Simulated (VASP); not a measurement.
A run of VASP 6.6.1 is set up as follows.

The input POSCAR:

```
CdS
1.0
    4.1087024560      0.0000000000      0.0000000000
   -2.0543512280      3.5582407035      0.0000000000
    0.0000000000      0.0000000000      6.6756300600
Cd S
2 2
Direct
    0.3333333333      0.6666666667     -0.0009654500
    0.6666666667      0.3333333333      0.4990345500
    0.3333333333      0.6666666667      0.3759654500
    0.6666666667      0.3333333333      0.8759654500
```

File INCAR.step1:

```
SYSTEM = CdS
PREC = Accurate
ENCUT = 520
ISMEAR = -1
SIGMA = 0.02
LREAL = .FALSE.
LASPH = .TRUE.
NELM = 80
NBANDS = 26
GGA = PE
ALGO = Normal
EDIFF = 1E-4
LWAVE = .TRUE.
LCHARG = .FALSE.
```

INCAR.step2

```
SYSTEM = CdS
PREC = Accurate
ENCUT = 520
EDIFF = 1E-6
ISMEAR = -1
SIGMA = 0.02
LREAL = .FALSE.
LASPH = .TRUE.
NELM = 80
ALGO = Normal
ISIF = 2
LWAVE = .FALSE.
LCHARG = .FALSE.
METAGGA = R2SCAN
LMIXTAU = .TRUE.
NBANDS = 26
ISTART = 1
```

KPOINTS

```
regular mesh
0
G
  12 12 4
  0 0 0
```

Potentials or basis: VASP PAW PBE potentials, release 64 (Cd, S).

Run with:

```sh
$ cat potpaw_PBE.64/Cd/POTCAR potpaw_PBE.64/S/POTCAR > POTCAR
$ cp INCAR.step1 INCAR
$ mpirun -np 1 vasp_std > vasp.out
$ cp INCAR.step2 INCAR
$ mpirun -np 1 vasp_std > vasp.out
```

Question: Predict the band gap on the k mesh.

Answer: 1.73 eV.

Question: Predict the pressure.

Answer: 3.0 GPa.

Forces in eV/Å, atoms in the order of the input:
```
Cd   0.000  0.000  0.002
Cd   0.000  0.000  0.002
S    0.000  0.000 -0.002
S    0.000  0.000 -0.002
```

Caveat: the cell stands under pressure; the PAW data sets were made with another functional, which shifts forces and pressure a little. A k mesh can miss the band edges.
